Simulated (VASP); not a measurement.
# K2Se2O7 (C2/c) in VASP: electric field gradients with LDA

Aim: the electric field gradients of K2Se2O7 with LDA.

All numbers are computed with VASP 6.6.1; they aren't measurements. Logs are shortened: lines on timing, memory, paths and dates and some standing lists are left out, and cuts for length are marked.

## (1) The cell of the first run

It takes space group C2/c (No. 15, monoclinic). The conventional cell has a = 12.829 Å, b = 7.541 Å, c = 7.490 Å, α = 90.00°, β = 93.41°, γ = 90.00°. K (site symmetry 1) has 12 O at 2.73 to 4.15 Å and 7 Se at 3.57 to 4.40 Å and 4 K at 3.60 to 4.35 Å within 4.4 Å. Se (site symmetry 1) has 4 O at 1.62 to 1.81 Å within 2.2 Å. Within 2.2 Å of O (site symmetry 1) lie 1 Se at 1.63 Å. Within 2.2 Å of O (site symmetry 1) lie 1 Se at 1.63 Å. Within 2.2 Å of O (site symmetry 1) lie 1 Se at 1.62 Å. O (site symmetry 2) has 2 Se at 1.81 Å within 2.4 Å.

## (2) Electric field gradients, LDA

Input file INCAR:

```
SYSTEM = K2Se2O7
PREC     = Accurate       ! precision mode
ENCUT    = 520            ! plane-wave cutoff, eV
EDIFF    = 1E-8           ! SCF threshold, eV
ISMEAR   = -1             ! smearing method
SIGMA    = 0.02           ! smearing width, eV
LREAL    = Auto         
LASPH    = .True.         ! aspherical terms in the spheres
NELM     = 80             ! most SCF steps
ALGO     = Normal         ! electronic algorithm
ISIF     = 2              ! what is computed and relaxed
LWAVE    = .False.        ! write WAVECAR
LCHARG   = .False.        ! write CHGCAR
GGA      = CA             ! functional
LEFG     = .True.       
NBANDS   = 89             ! bands
```

Input file KPOINTS:

```
regular mesh
0
Gamma
  4 4 3
  0 0 0
```

Input file POSCAR:

```
K2Se2O7
1.0
    6.4146088424     -3.7707034600      0.0000000000
    6.4146088424      3.7707034600      0.0000000000
   -0.4450417352      0.0000000000      7.4771857163
K Se O
4 4 14
Direct
    0.4990466500      0.7935678500      0.3647929900
    0.2064321500      0.5009533500      0.1352070100
    0.5009533500      0.2064321500      0.6352070100
    0.7935678500      0.4990466500      0.8647929900
    0.9268025500      0.2852694000      0.3711459400
    0.7147306000      0.0731974500      0.1288540600
    0.0731974500      0.7147306000      0.6288540600
    0.2852694000      0.9268025500      0.8711459400
    0.7551658400      0.3542453000      0.5238865500
    0.6457547000      0.2448341600      0.9761134500
    0.2448341600      0.6457547000      0.4761134500
    0.3542453000      0.7551658400      0.0238865500
    0.8589366900      0.4646685800      0.2260258000
    0.5353314200      0.1410633100      0.2739742000
    0.1410633100      0.5353314200      0.7739742000
    0.4646685800      0.8589366900      0.7260258000
    0.1639278100      0.1869932900      0.4432183300
    0.8130067100      0.8360721900      0.0567816700
    0.8360721900      0.8130067100      0.5567816700
    0.1869932900      0.1639278100      0.9432183300
    0.9352227700      0.0647772300      0.2500000000
    0.0647772300      0.9352227700      0.7500000000
```

Potentials or basis: VASP PAW LDA potentials, release 64 (K_sv, Se, O).

Launch:

```sh
cat potpaw_LDA.64/K_sv/POTCAR potpaw_LDA.64/Se/POTCAR potpaw_LDA.64/O/POTCAR > POTCAR
mpirun -np 1 vasp_std > vasp.out
```

OUTCAR:

```text
SYSTEM = K2Se2O7
   PREC = Accurate
   ENCUT = 520
   EDIFF = 1E-8
   ISMEAR = -1
   LREAL = Auto
   LASPH = .True.
   NELM = 80
   ISIF = 2
   GGA = CA

 ion  position               nearest neighbor table
   1  0.499  0.794  0.365-  16 2.73  12 2.78  11 2.79  13 2.81  17 2.83  14 2.85  19 2.89   3 3.60

   2  0.206  0.501  0.135-  15 2.73  11 2.78  12 2.79  14 2.81  18 2.83  13 2.85  20 2.89   4 3.60

   3  0.501  0.206  0.635-  14 2.73  10 2.78   9 2.79  15 2.81  19 2.83  16 2.85  17 2.89   1 3.60
[... 4 lines left out ...]
   6  0.715  0.073  0.129-  18 1.62  14 1.63  10 1.63  21 1.81
   7  0.073  0.715  0.629-  19 1.62  15 1.63  11 1.63  22 1.81
   8  0.285  0.927  0.871-  20 1.62  16 1.63  12 1.63  22 1.81
   9  0.755  0.354  0.524-   5 1.63   4 2.78   3 2.79
  10  0.646  0.245  0.976-   6 1.63   3 2.78   4 2.79
  11  0.245  0.646  0.476-   7 1.63   2 2.78   1 2.79
  12  0.354  0.755  0.024-   8 1.63   1 2.78   2 2.79
  13  0.859  0.465  0.226-   5 1.63   4 2.73   1 2.81   2 2.85
  14  0.535  0.141  0.274-   6 1.63   3 2.73   2 2.81   1 2.85
  15  0.141  0.535  0.774-   7 1.63   2 2.73   3 2.81   4 2.85
  16  0.465  0.859  0.726-   8 1.63   1 2.73   4 2.81   3 2.85
  17  0.164  0.187  0.443-   5 1.62   1 2.83   3 2.89
  18  0.813  0.836  0.057-   6 1.62   2 2.83   4 2.89
  19  0.836  0.813  0.557-   7 1.62   3 2.83   1 2.89
  20  0.187  0.164  0.943-   8 1.62   4 2.83   2 2.89
  21  0.935  0.065  0.250-   5 1.81   6 1.81
  22  0.065  0.935  0.750-   7 1.81   8 1.81

  LATTYP: Found a base centered monoclinic cell.
 ALAT       =    12.8292176848
 B/A-ratio  =     0.5878306149
 C/A-ratio  =     0.5838562118
 COS(beta)  =    -0.0594148029

  Lattice vectors:

 A1 = (   6.4146088424,  -3.7707034600,   0.0000000000)
 A2 = (   6.4146088424,   3.7707034600,   0.0000000000)
 A3 = (  -0.4450417352,   0.0000000000,   7.4771857163)

Analysis of symmetry for initial positions (statically):
=====================================================================
 Subroutine PRICEL returns:
 Original cell was already a primitive cell.

 Routine SETGRP: Setting up the symmetry group for a
[... 1684 lines left out ...]
     83       6.4922      0.00000
     84       6.8502      0.00000
 [bands above 84 left out]

------------------------ aborting loop because EDIFF is reached ----------------------------------------

  FORCE on cell =-STRESS in cart. coord.  units (eV):
  Direction    XX          YY          ZZ          XY          YZ          ZX
  --------------------------------------------------------------------------------------
  -------------------------------------------------------------------------------------
  Total       -3.4316552     -3.1676091     -3.5338758      0.0000000      0.0000000     -0.1938624
  in kB      -15.2003471    -14.0307680    -15.6531283      0.0000000      0.0000000     -0.8587038
  external PRESSURE =     -14.9614145 kB  Pullay stress =       0.0000000 kB

 VOLUME and BASIS-vectors are now :
 -----------------------------------------------------------------------------
  energy-cutoff  :      520.00
  volume of cell :      361.71
      direct lattice vectors                 reciprocal lattice vectors
     6.414608842 -3.770703460  0.000000000     0.077947076 -0.132601252  0.004639406
     6.414608842  3.770703460  0.000000000     0.077947076  0.132601252  0.004639406
    -0.445041735  0.000000000  7.477185716     0.000000000  0.000000000  0.133740158

 POSITION                                       TOTAL-FORCE (eV/Angst)
 -----------------------------------------------------------------------------------
      8.12927      1.11055      2.72762        -0.004839      0.017422      0.043960
      4.47743      1.11055      1.01097         0.004839      0.017422     -0.043960
      4.25491     -1.11055      4.74956         0.004839     -0.017422     -0.043960
      7.90675     -1.11055      6.46622        -0.004839     -0.017422      0.043960
      7.60979     -2.41903      2.77513        -0.011555     -0.040001      0.018617
      4.99690     -2.41903      0.96347         0.011555     -0.040001     -0.018617
[... 14 lines left out ...]
      6.30335     -3.28219      1.86930        -0.000000     -0.089757     -0.000000
      6.08083      3.28219      5.60789        -0.000000      0.089757     -0.000000
 -----------------------------------------------------------------------------------
    total drift:                                0.000000     -0.000000      0.000000

  FREE ENERGIE OF THE ION-ELECTRON SYSTEM (eV)
  ---------------------------------------------------
  free  energy   TOTEN  =      -125.1241341988 eV

  energy  without entropy=     -125.1241341988  energy(sigma->0) =     -125.12413420

 Electric field gradients (V/A^2)
---------------------------------------------------------------------
 ion       V_xx      V_yy      V_zz      V_xy      V_xz      V_yz
---------------------------------------------------------------------
   1       5.888    -1.625    -4.263     3.553     5.017    -3.132
   2       5.888    -1.625    -4.263    -3.553     5.017     3.132
   3       5.888    -1.625    -4.263     3.553     5.017    -3.132
   4       5.888    -1.625    -4.263    -3.553     5.017     3.132
   5      47.938   -33.606   -14.332    74.256    75.774    51.649
   6      47.938   -33.606   -14.332   -74.256    75.774   -51.649
[... 14 lines left out ...]
  21      54.619    -8.100   -46.518    -0.000   144.577     0.000
  22      54.619    -8.100   -46.518    -0.000   144.577     0.000
---------------------------------------------------------------------

 Electric field gradients after diagonalization (V/A^2)
 (convention: |V_zz| > |V_xx| > |V_yy|)
----------------------------------------------------------------------
 ion       V_xx      V_yy      V_zz     asymmetry (V_yy - V_xx)/ V_zz
----------------------------------------------------------------------
   1       8.445     0.452    -8.897       0.898
   2       8.445     0.452    -8.897       0.898
   3       8.445     0.452    -8.897       0.898
   4       8.445     0.452    -8.897       0.898
   5     -79.632   -64.987   144.619       0.101
   6     -79.632   -64.987   144.619       0.101
[... 14 lines left out ...]
  21    -149.116    -8.100   157.216       0.897
  22    -149.116    -8.100   157.216       0.897
----------------------------------------------------------------------

           NMR quadrupolar parameters

 Cq : quadrupolar parameter    Cq=e*Q*V_zz/h
 eta: asymmetry parameters     (V_yy - V_xx)/ V_zz
 Q  : nuclear electric quadrupole moment in mb (millibarn)
----------------------------------------------------------------------
 ion       Cq(MHz)       eta       Q (mb)
----------------------------------------------------------------------
   1      -0.022       0.898       1.000
   2      -0.022       0.898       1.000
   3      -0.022       0.898       1.000
   4      -0.022       0.898       1.000
   5       0.350       0.101       1.000
   6       0.350       0.101       1.000
[... 14 lines left out ...]
  21       0.380       0.897       1.000
  22       0.380       0.897       1.000
----------------------------------------------------------------------
```

Run time: 18 min. Hardware: 1 thread of Intel Xeon Platinum 8259CL at 2.50GHz (Skylake/Cascade Lake), shared host; peak memory 0.54 GiB.

Results:

- Free energy: -125.1241 eV
- Pressure: -1.5 GPa
- Largest force: 0.239 eV/Å
- Band gap on the k mesh: 3.13 eV (least direct gap 3.21 eV)
- Largest electric field gradient by atom: K -8.9; Se +144.6; O +173.0, +171.4, +175.1, +157.2 (each value once) V/Å²

Forces on the atoms (eV/Å):
```
K   -0.005  0.017  0.044
K    0.005  0.017 -0.044
K    0.005 -0.017 -0.044
K   -0.005 -0.017  0.044
Se  -0.012 -0.040  0.019
Se   0.012 -0.040 -0.019
Se   0.012  0.040 -0.019
Se  -0.012  0.040  0.019
O   -0.071  0.100  0.144
O    0.071  0.100 -0.144
O    0.071 -0.100 -0.144
O   -0.071 -0.100  0.144
O    0.140  0.118 -0.155
O   -0.140  0.118  0.155
O   -0.140 -0.118  0.155
O    0.140 -0.118 -0.155
O    0.065 -0.158  0.026
O   -0.065 -0.158 -0.026
O   -0.065  0.158 -0.026
O    0.065  0.158  0.026
O    0.000 -0.090  0.000
O    0.000  0.090  0.000
```

Levels at points of the mesh, in eV from the valence-band top:
```tsv
k point	band 68	band 69	band 70	band 71	band 72	band 73	band 74	band 75	band 76	band 77
(0.00, 0.00, 0.00)	-0.46	-0.16	-0.16	-0.11	-0.08	3.13	3.91	5.09	5.16	5.94
(0.50, 0.00, 0.00)	-0.46	-0.31	-0.12	-0.08	0.00	3.77	3.86	4.92	4.99	6.20
(0.50, 0.50, 0.00)	-0.40	-0.19	-0.16	-0.13	-0.07	3.90	4.10	4.61	4.91	6.20
```

Electric field gradients, principal values (V/Å²):
| atom | least | middle | greatest (by size) |
| --- | --- | --- | --- |
| 1 K | 0.452 | 8.445 | -8.897 |
| 2 K | 0.452 | 8.445 | -8.897 |
| 3 K | 0.452 | 8.445 | -8.897 |
| 4 K | 0.452 | 8.445 | -8.897 |
| 5 Se | -64.987 | -79.632 | 144.619 |
| 6 Se | -64.987 | -79.632 | 144.619 |
| 7 Se | -64.987 | -79.632 | 144.619 |
| 8 Se | -64.987 | -79.632 | 144.619 |
| 9 O | -73.626 | -99.405 | 173.031 |
| 10 O | -73.626 | -99.405 | 173.031 |
| 11 O | -73.626 | -99.405 | 173.031 |
| 12 O | -73.626 | -99.405 | 173.031 |
| 13 O | -75.659 | -95.750 | 171.408 |
| 14 O | -75.659 | -95.750 | 171.408 |
| 15 O | -75.659 | -95.750 | 171.408 |
| 16 O | -75.659 | -95.750 | 171.408 |
| 17 O | -71.441 | -103.616 | 175.057 |
| 18 O | -71.441 | -103.616 | 175.057 |
| 19 O | -71.441 | -103.616 | 175.057 |
| 20 O | -71.441 | -103.616 | 175.057 |
| 21 O | -8.100 | -149.116 | 157.216 |
| 22 O | -8.100 | -149.116 | 157.216 |

Caveat: without QUAD_EFG the Cq values of the log hold for a quadrupole moment of 1 mb, not for the nuclei.
